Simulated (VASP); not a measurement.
A run of VASP 6.6.1 is set up as follows.

Contents of INCAR:

```
SYSTEM = AlGa3P4
PREC = Accurate ; ENCUT = 520
EDIFF = 1E-6 ; ISMEAR = 0
SIGMA = 0.02 ; LREAL = .False.
LASPH = .True. ; NELM = 100
ALGO = Normal ; ISIF = 2
LWAVE = .False. ; LCHARG = .False.
GGA = PE ; NBANDS = 41
```

Contents of KPOINTS:

```
regular mesh
0
Gamma
  6 6 6
  0 0 0
```

Contents of POSCAR:

```
AlGa3P4
1.0
    5.5071725308      0.0000000000      0.0000000000
    0.0000000000      5.5071725308      0.0000000000
    0.0000000000      0.0000000000      5.5071725308
Al Ga P
1 3 4
Direct
    0.5000000000      0.5000000000      0.5000000000
    0.0000000000      0.0000000000      0.5000000000
    0.0000000000      0.5000000000      0.0000000000
    0.5000000000      0.0000000000      0.0000000000
    0.7494952029      0.7494952029      0.7494952029
    0.7494952029      0.2505047971      0.2505047971
    0.2505047971      0.7494952029      0.2505047971
    0.2505047971      0.2505047971      0.7494952029
```

Potentials or basis: VASP PAW PBE potentials, release 64 (Al, Ga_d, P).

Command:

```bash
$ cat potpaw_PBE.64/Al/POTCAR potpaw_PBE.64/Ga_d/POTCAR potpaw_PBE.64/P/POTCAR > POTCAR
$ mpirun -np 1 vasp_std > vasp.out
```

Task: Estimate the band gap on the k mesh.

Result: 1.64 eV, indirect (least direct gap 1.72 eV).

Task: Estimate the pressure.

Result: -0.1 GPa.

Task: Estimate the largest force.

Result: 0.005 eV/Å.

Forces in eV/Å, atoms in the order of the input:
```
Al   0.000  0.000  0.000
Ga   0.000  0.000  0.000
Ga   0.000  0.000  0.000
Ga   0.000  0.000  0.000
P   -0.003 -0.003 -0.003
P   -0.003  0.003  0.003
P    0.003 -0.003  0.003
P    0.003  0.003 -0.003
```

A k mesh can miss the band edges.
